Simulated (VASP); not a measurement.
# Mg6O5 (a cell with a defect) in VASP: notebook

The runs below take Mg6O5 (a cell with a defect) through single point, with PBEsol.

Everything below comes from runs of VASP 6.6.1. Logs are shortened: lines on timing, memory, paths and dates and some standing lists are left out, and cuts for length are marked.

## (1) The cell of the first run

The cell holds a defect, 11 atoms: a = 5.591 Å, b = 5.591 Å, c = 5.591 Å, α = 90.00°, β = 90.00°, γ = 90.00°.

## (2) Single point, PBEsol

File INCAR:

```
SYSTEM = Mg6O5
PREC     = Accurate       ! precision mode
ENCUT    = 620            ! plane-wave cutoff, eV
EDIFF    = 1E-6           ! SCF threshold, eV
ISMEAR   = 0              ! smearing method
SIGMA    = 0.05           ! smearing width, eV
LREAL    = .False.        ! projectors in reciprocal space
LASPH    = .True.         ! aspherical terms in the spheres
NELM     = 120            ! most SCF steps
ALGO     = Normal         ! electronic algorithm
ISIF     = 2              ! what is computed and relaxed
LWAVE    = .False.        ! write WAVECAR
LCHARG   = .True.         ! write CHGCAR
GGA      = PS             ! functional
LELF     = .True.         ! ELF
LVHAR    = .True.       
NBANDS   = 56             ! bands
GGA_COMPAT= .False.
```

File KPOINTS:

```
regular mesh
0
Gamma
  4 4 4
  0 0 0
```

File POSCAR:

```
Mg6O5
1.0
    5.5908553621      0.0000000000      0.0000000000
    0.0000000000      5.5908553621      0.0000000000
    0.0000000000      0.0000000000      5.5908553621
Mg O
6 5
Direct
    0.2500000000      0.0000000000      0.5000000000
    0.0000000000      0.5000000000      0.2500000000
    0.5000000000      0.7500000000      0.0000000000
    0.7500000000      0.0000000000      0.5000000000
    0.0000000000      0.5000000000      0.7500000000
    0.5000000000      0.2500000000      0.0000000000
    0.5000000000      0.0000000000      0.2500000000
    0.0000000000      0.7500000000      0.5000000000
    0.9375000000      0.4373977724      0.0000000000
    0.5000000000      0.0000000000      0.7500000000
    0.0000000000      0.2500000000      0.5000000000
```

Potentials or basis: VASP PAW PBE potentials, release 64 (Mg_sv, O).

On the command line:

```console
> cat potpaw_PBE.64/Mg_sv/POTCAR potpaw_PBE.64/O/POTCAR > POTCAR
> mpirun -np 1 vasp_std > vasp.out
```

OUTCAR:

```text
SYSTEM = Mg6O5
   PREC = Accurate
   ENCUT = 620
   EDIFF = 1E-6
   ISMEAR = 0
   LREAL = .False.
   LASPH = .True.
   NELM = 120
   ISIF = 2
   GGA = PS

 ion  position               nearest neighbor table
   1  0.250  0.000  0.500-   7 1.98   8 1.98  10 1.98  11 1.98
   2  0.000  0.500  0.250-   9 1.48   8 1.98  11 1.98
   3  0.500  0.750  0.000-   7 1.98  10 1.98
   4  0.750  0.000  0.500-   7 1.98   8 1.98  10 1.98  11 1.98
   5  0.000  0.500  0.750-   9 1.48   8 1.98  11 1.98
   6  0.500  0.250  0.000-   7 1.98  10 1.98
   7  0.500  0.000  0.250-   1 1.98   3 1.98   4 1.98   6 1.98
   8  0.000  0.750  0.500-   1 1.98   2 1.98   4 1.98   5 1.98
   9  0.938  0.437  0.000-   2 1.48   5 1.48
  10  0.500  0.000  0.750-   1 1.98   3 1.98   4 1.98   6 1.98
  11  0.000  0.250  0.500-   1 1.98   2 1.98   4 1.98   5 1.98

  LATTYP: Found a simple cubic cell.
 ALAT       =     5.5908553621

  Lattice vectors:

 A1 = (   5.5908553621,   0.0000000000,   0.0000000000)
 A2 = (   0.0000000000,   5.5908553621,   0.0000000000)
 A3 = (   0.0000000000,   0.0000000000,   5.5908553621)

Analysis of symmetry for initial positions (statically):
=====================================================================
 Subroutine PRICEL returns:
 Original cell was already a primitive cell.

 Routine SETGRP: Setting up the symmetry group for a
 simple cubic supercell.

 Subroutine GETGRP returns: Found  2 space group operations
 (whereof  2 operations were pure point group operations)
 out of a pool of 48 trial point group operations.

The static configuration has the point symmetry C_1h.

Analysis of symmetry for dynamics (positions and initial velocities):
=====================================================================
 Subroutine PRICEL returns:
 Original cell was already a primitive cell.

 Routine SETGRP: Setting up the symmetry group for a
 simple cubic supercell.

 Subroutine GETGRP returns: Found  2 space group operations
 (whereof  2 operations were pure point group operations)
 out of a pool of 48 trial point group operations.

The dynamic configuration has the point symmetry C_1h.

 Subroutine INISYM returns: Found  2 space group operations
 (whereof  2 operations are pure point group operations),
 and found     1 'primitive' translations

----------------------------------------------------------------------------------------

                                     Primitive cell

  volume of cell :     174.7571

  direct lattice vectors                    reciprocal lattice vectors
     5.590855362  0.000000000  0.000000000     0.178863508  0.000000000  0.000000000
     0.000000000  5.590855362  0.000000000     0.000000000  0.178863508  0.000000000
     0.000000000  0.000000000  5.590855362     0.000000000  0.000000000  0.178863508

  length of vectors
     5.590855362  5.590855362  5.590855362     0.178863508  0.178863508  0.178863508

  position of ions in fractional coordinates (direct lattice)
     0.250000000  0.000000000  0.500000000
     0.000000000  0.500000000  0.250000000
     0.500000000  0.750000000  0.000000000
     0.750000000  0.000000000  0.500000000
     0.000000000  0.500000000  0.750000000
     0.500000000  0.250000000  0.000000000
     0.500000000  0.000000000  0.250000000
     0.000000000  0.750000000  0.500000000
     0.937500000  0.437397772  0.000000000
     0.500000000  0.000000000  0.750000000
     0.000000000  0.250000000  0.500000000

  ion indices of the primitive-cell ions
   primitive index   ion index
                 1           1
                 2           2
                 3           3
                 4           4
                 5           5
                 6           6
                 7           7
                 8           8
                 9           9
                10          10
                11          11

----------------------------------------------------------------------------------------

 KPOINTS: regular mesh

Automatic generation of k-mesh.
 Grid dimensions read from file:
 generate k-points for:    4    4    4

 Generating k-lattice:

  Cartesian coordinates                     Fractional coordinates (reciprocal lattice)
     0.044715877  0.000000000  0.000000000     0.250000000  0.000000000  0.000000000
     0.000000000  0.044715877  0.000000000     0.000000000  0.250000000  0.000000000
     0.000000000  0.000000000  0.044715877     0.000000000  0.000000000  0.250000000

  Length of vectors
     0.044715877  0.044715877  0.044715877

  Shift w.r.t. Gamma in fractional coordinates (k-lattice)
     0.000000000  0.000000000  0.000000000

 Subroutine IBZKPT returns following result:
 ===========================================

 Found     30 irreducible k-points:

 Following reciprocal coordinates:
            Coordinates               Weight
  0.000000  0.000000  0.000000      1.000000
  0.250000  0.000000  0.000000      2.000000
  0.000000  0.250000  0.000000      2.000000
  0.000000  0.000000  0.250000      2.000000
  0.500000  0.000000  0.000000      1.000000
  0.000000  0.500000  0.000000      1.000000
[... 16 lines left out ...]
  0.500000  0.250000  0.250000      4.000000
  0.250000  0.500000  0.250000      4.000000
 [... further k-points ...]
   k-points           NKPTS =     30   k-points in BZ     NKDIM =     30   number of bands    NBANDS=     56
   number of dos      NEDOS =    301   number of ions     NIONS =     11
   total plane-waves  NPLWV = 110592
   dimension x,y,z NGX =    48 NGY =   48 NGZ =   48
   dimension x,y,z NGXF=    96 NGYF=   96 NGZF=   96
   ions per type =               6   5
   NGX,Y,Z   is equivalent  to a cutoff of  14.27, 14.27, 14.27 a.u.
   NGXF,Y,Z  is equivalent  to a cutoff of  28.55, 28.55, 28.55 a.u.
 SYSTEM =  Mg6O5
   PREC   = accura    normal or accurate (medium, high low for compatibility)
   ISTART =      0    job   : 0-new  1-cont  2-samecut
   ICHARG =      2    charge: 1-file 2-atom 10-const
   ISPIN  =      1    spin polarized calculation?
   LNONCOLLINEAR =      F non collinear calculations
   LSORBIT =      F    spin-orbit coupling
   LASPH  =      T    aspherical Exc in radial PAW
   ENCUT  =  620.0 eV  45.57 Ry    6.75 a.u.  11.35 11.35 11.35*2*pi/ulx,y,z
   NELM   =    120;   NELMIN=  2; NELMDL= -5     # of ELM steps
   EDIFF  = 0.1E-05   stopping-criterion for ELM
   LREAL  =      F    real-space projection
   EDIFFG = 0.1E-04   stopping-criterion for IOM
   NSW    =      0    number of steps for IOM
   IBRION =     -1    ionic relax: 0-MD 1-quasi-New 2-CG
   NFREE  =      0    steps in history (QN), initial steepest desc. (CG)
   ISIF   =      2    stress and relaxation
   ISYM   =      2    0-nonsym 1-usesym 2-fastsym
   POTIM  = 0.5000    time-step for ionic-motion
   TEBEG  =    0.0;   TEEND  =   0.0 temperature during run
   PSTRESS=    0.0 pullay stress
   NELECT =      90.0000    total number of electrons
   NUPDOWN=      -1.0000    fix difference up-down
   EMIN   =  10.00;   EMAX   =-10.00  energy-range for DOS
   EFERMI =   0.00;   METHOD = LEGACY
   ISMEAR =     0;   SIGMA  =   0.05  broadening in eV -4-tet -1-fermi 0-gaus
   EFERMI_NEDOS =   21; number of points for ismear=-14 and -15
   IALGO  =     38    algorithm
   IMIX   =      4    mixing-type and parameters
     AMIX     =   0.40;   BMIX     =  1.00
     AMIX_MAG =   1.60;   BMIX_MAG =  1.00
  volume/ion in A,a.u.               =      15.89       107.21
  Fermi-wavevector in a.u.,A,eV,Ry     =   1.312232  2.479760 23.428603  1.721954
  Thomas-Fermi vector in A             =   2.442639
   LORBIT       =      0    0 simple, 1 ext, 2 COOP (PROOUT), +10 PAW based schemes
   GGA     = PS    functional components
   LHFCALC =     F    Hartree Fock is set to
   AEXX    =    0.0000 exact exchange contribution
   IVDW    =     0    specifies the selected vdW correction
   LEPSILON=     F    determine dielectric tensor
   LRPA    =     F    only Hartree local field effects (RPA)
 non-spin polarized calculation
 Gauss-broadening in eV      SIGMA  =   0.05
  energy-cutoff  :      620.00
  volume of cell :      174.76
 maximum number of plane-waves:      6158
 NGX is ok and might be reduce to    48
   NGX = 23   NGY = 23   NGZ = 23

 number of electron      89.9999905 magnetization

 Free energy of the ion-electron system (eV)
  ---------------------------------------------------
  ext. energy  EPLUGINS =         0.00000000
  ---------------------------------------------------
  free energy    TOTEN  =       -55.18767731 eV

  energy without entropy =      -55.18767723  energy(sigma->0) =      -55.18767727

 E-fermi :   2.3249     XC(G=0):  -8.7567

 val. band max:        2.1723503649   @ k =   0.5000   0.5000   0.5000
 cond. band min:       2.4773597114   @ k =   0.0000   0.0000   0.5000
 fundamental gap:      0.3050093465
 Fermi energy:         2.3248557415

 k-point     1 :       0.0000    0.0000    0.0000
  band No.  band energies     occupation
      1     -72.9645      2.00000
      2     -72.9495      2.00000
      3     -72.0620      2.00000
      4     -72.0476      2.00000
      5     -71.5063      2.00000
      6     -71.4967      2.00000
[... 48 lines left out ...]
     55       8.6625      0.00000
     56       8.8587      0.00000

 k-point     2 :       0.2500    0.0000    0.0000
  band No.  band energies     occupation
      1     -72.9646      2.00000
      2     -72.9495      2.00000
      3     -72.0615      2.00000
      4     -72.0481      2.00000
      5     -71.5063      2.00000
      6     -71.4967      2.00000
[... 48 lines left out ...]
     55       8.7179      0.00000
     56       8.8302      0.00000
[... 1237 lines left out ...]
     55       8.8424      0.00000
     56       9.6928      0.00000

 k-point    24 :       0.2500    0.5000    0.2500
  band No.  band energies     occupation
      1     -72.9638      2.00000
      2     -72.9503      2.00000
      3     -72.0615      2.00000
      4     -72.0481      2.00000
      5     -71.5050      2.00000
      6     -71.4980      2.00000
[... 48 lines left out ...]
     55       9.1038      0.00000
     56       9.9763      0.00000

 [... further k-points ...]

------------------------ aborting loop because EDIFF is reached ----------------------------------------

  FORCE on cell =-STRESS in cart. coord.  units (eV):
  Direction    XX          YY          ZZ          XY          YZ          ZX
  --------------------------------------------------------------------------------------
  -------------------------------------------------------------------------------------
  Total        1.1938633      3.7921934     42.4397046      2.4136198      0.0000000      0.0000000
  in kB       10.9453694     34.7669261    389.0882927     22.1281282      0.0000000      0.0000000
  external PRESSURE =     144.9335294 kB  Pullay stress =       0.0000000 kB

 VOLUME and BASIS-vectors are now :
 -----------------------------------------------------------------------------
  energy-cutoff  :      620.00
  volume of cell :      174.76
      direct lattice vectors                 reciprocal lattice vectors
     5.590855362  0.000000000  0.000000000     0.178863508  0.000000000  0.000000000
     0.000000000  5.590855362  0.000000000     0.000000000  0.178863508  0.000000000
     0.000000000  0.000000000  5.590855362     0.000000000  0.000000000  0.178863508

 POSITION                                       TOTAL-FORCE (eV/Angst)
 -----------------------------------------------------------------------------------
      1.39771      0.00000      2.79543        -0.147914      0.127004      0.000000
      0.00000      2.79543      1.39771         3.973158      3.104054     14.990236
      2.79543      4.19314      0.00000        -0.115210      0.575818      0.000000
      4.19314      0.00000      2.79543         0.174331      0.220170      0.000000
      0.00000      2.79543      4.19314         3.973158      3.104054    -14.990236
      2.79543      1.39771      0.00000         0.528317     -0.296870      0.000000
      2.79543      0.00000      1.39771         0.099312     -0.023879     -0.211578
      0.00000      4.19314      2.79543        -0.126215      0.055956      0.000000
      5.24143      2.44543      0.00000        -8.546434     -6.790009      0.000000
      2.79543      0.00000      4.19314         0.099312     -0.023879      0.211578
      0.00000      1.39771      2.79543         0.088184     -0.052419      0.000000
 -----------------------------------------------------------------------------------
    total drift:                                0.000355     -0.000539      0.000000

  FREE ENERGIE OF THE ION-ELECTRON SYSTEM (eV)
  ---------------------------------------------------
  free  energy   TOTEN  =       -55.1876773145 eV

  energy  without entropy=      -55.1876772342  energy(sigma->0) =      -55.18767727
```

It took 4.4 min on 1 thread of Intel Xeon 6975P-C (Granite Rapids), shared host; peak memory 0.46 GiB.

What came out:

| Item | Value |
| --- | --- |
| Free energy | -55.1877 eV |
| Pressure | 14.5 GPa |
| Largest force | 15.815 eV/Å |
| Band gap on the k mesh | 0.30 eV |

Forces in eV/Å, atoms in the order of the input:
```
Mg   -0.148   0.127   0.000
Mg    3.973   3.104  14.990
Mg   -0.115   0.576   0.000
Mg    0.174   0.220   0.000
Mg    3.973   3.104 -14.990
Mg    0.528  -0.297   0.000
O     0.099  -0.024  -0.212
O    -0.126   0.056   0.000
O    -8.546  -6.790   0.000
O     0.099  -0.024   0.212
O     0.088  -0.052   0.000
```

Stress tensor (GPa, compression positive):
```
 1.09  2.21  0.00
 2.21  3.48  0.00
 0.00  0.00 38.91
```

Caveat: the cell differs from its parent crystal (atoms taken out, atom 9 moved 0.375 of the way to it and -0.350 Å across, host rigid); the PAW data sets were made with another functional, which shifts forces and pressure a little.

## (3) Single point, PBEsol

File INCAR:

```
PREC = Accurate
ENCUT = 620
EDIFF = 1E-6
ISMEAR = 0
SIGMA = 0.05
LREAL = F
LASPH = T
NELM = 120
ALGO = Normal
ISIF = 2
LWAVE = F
LCHARG = F
GGA = PS
NBANDS = 56
GGA_COMPAT = F
```

File KPOINTS:

```
Automatic mesh
0
Gamma
  4 4 4
```

Changes to POSCAR since step 2:

```diff
@@ -16,3 +16,3 @@
     0.0000000000      0.7500000000      0.5000000000
-    0.9375000000      0.4373977724      0.0000000000
+    0.6875000000      0.4373977724      0.0000000000
     0.5000000000      0.0000000000      0.7500000000
```

Potentials or basis: VASP PAW PBE potentials, release 64 (Mg_sv, O).

On the command line:

```console
> cat potpaw_PBE.64/Mg_sv/POTCAR potpaw_PBE.64/O/POTCAR > POTCAR
> mpirun -np 1 vasp_std > vasp.out
```

Run time: 5.3 min. Hardware: 1 thread of AMD EPYC 7R13 (Zen 3), shared host; peak memory 0.44 GiB.

It converged, with:

* Free energy: -58.4719 eV
* Pressure: 5.8 GPa
* Largest force: 17.726 eV/Å
* Band gap on the k mesh: 0.85 eV

Forces on the atoms (eV/Å):
```
Mg    0.074   0.008   0.000
Mg   -0.494  -0.310  -0.042
Mg   -0.226  -0.026   0.000
Mg   -0.095   0.176   0.000
Mg   -0.494  -0.310   0.042
Mg  -10.941 -11.402   0.000
O     0.021  -0.380   0.015
O    -0.265  -0.171   0.000
O    12.409  12.658   0.000
O     0.021  -0.380  -0.015
O    -0.010   0.138   0.000
```

Stress tensor (GPa, compression positive):
```
 7.37 10.83  0.00
10.83 10.39  0.00
 0.00  0.00 -0.34
```

Levels at points of the mesh, in eV from the valence-band top:
```
           k point  band 42  band 43  band 44  band 45  band 46  band 47  band 48  band 49
(0.00, 0.00, 0.00)    -3.13    -2.59    -2.42    -1.89     2.34     2.66     3.33     3.55
(0.50, 0.00, 0.00)    -3.13    -2.59    -2.42    -0.56     1.30     2.82     3.34     4.44
(0.00, 0.50, 0.00)    -3.16    -3.10    -2.42    -0.98     0.85     2.99     3.88     4.06
(0.00, 0.00, 0.50)    -3.18    -3.14    -2.59    -0.87     1.22     3.01     3.75     4.61
(0.50, 0.50, 0.00)    -3.10    -3.02    -2.42    -0.38     1.63     2.32     3.58     3.79
(0.00, 0.50, 0.50)    -3.29    -3.27    -2.96    -0.60     1.84     2.10     3.19     4.27
(0.50, 0.00, 0.50)    -3.15    -3.11    -2.59    -0.31     1.90     2.10     3.49     3.50
(0.50, 0.50, 0.50)    -3.42    -3.31    -3.26     0.00     2.19     2.30     3.00     3.87
```

Caveat: the cell differs from its parent crystal (atoms taken out, atom 9 moved -0.125 of the way to it and -0.350 Å across, host rigid); the PAW data sets were made with another functional, which shifts forces and pressure a little.
